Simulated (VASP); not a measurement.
Input of a VASP 6.6.1 run:

INCAR

```
ALGO = Normal
EDIFF = 1E-6
EDIFFG = -0.1
ENCUT = 600
GGA = PE
IBRION = 2
ISIF = 3
ISMEAR = 0
LASPH = True
LCHARG = False
LREAL = False
LWAVE = False
NELM = 100
NSW = 30
PREC = Accurate
PSTRESS = -30.0
SIGMA = 0.1
```

The input KPOINTS:

```
k-points
0
Gamma
  8 8 8
```

File POSCAR:

```
Hg
1.0
    0.0000000000      2.3919113801      2.3919113801
    2.3919113801      0.0000000000      2.3919113801
    2.3919113801      2.3919113801      0.0000000000
Hg
1
Direct
    0.0000000000      0.0000000000      0.0000000000
```

Potentials or basis: VASP PAW PBE potentials, release 64 (Hg).

Command:

```sh
$ cat potpaw_PBE.64/Hg/POTCAR > POTCAR
$ mpirun -np 1 vasp_std > vasp.out
```

Q: Estimate the relaxed cell.

A: a = 5.775 Å, b = 5.775 Å, c = 5.775 Å, α = 60.00°, β = 60.00°, γ = 60.00°.

Q: Estimate the band gap on the k mesh.

A: 4.58 eV, indirect (least direct gap 4.69 eV).

Q: What does it give for the space group after relaxing (to 0.05 Å)?

A: Fm-3m (No. 225).

Final structure:
```yaml
crystal:
  lattice:
    - [0.00000, 4.08358, 4.08358]
    - [4.08358, 0.00000, 4.08358]
    - [4.08358, 4.08358, 0.00000]
  atoms:
    - { symbol: Hg, position: [0.00000, 0.00000, 0.00000] }
```

Caveat: the cell is relaxed towards a set pressure, so the enthalpy falls and the energy may rise; spin-orbit coupling is left out, which moves the levels of the heavy elements. A k mesh can miss the band edges.
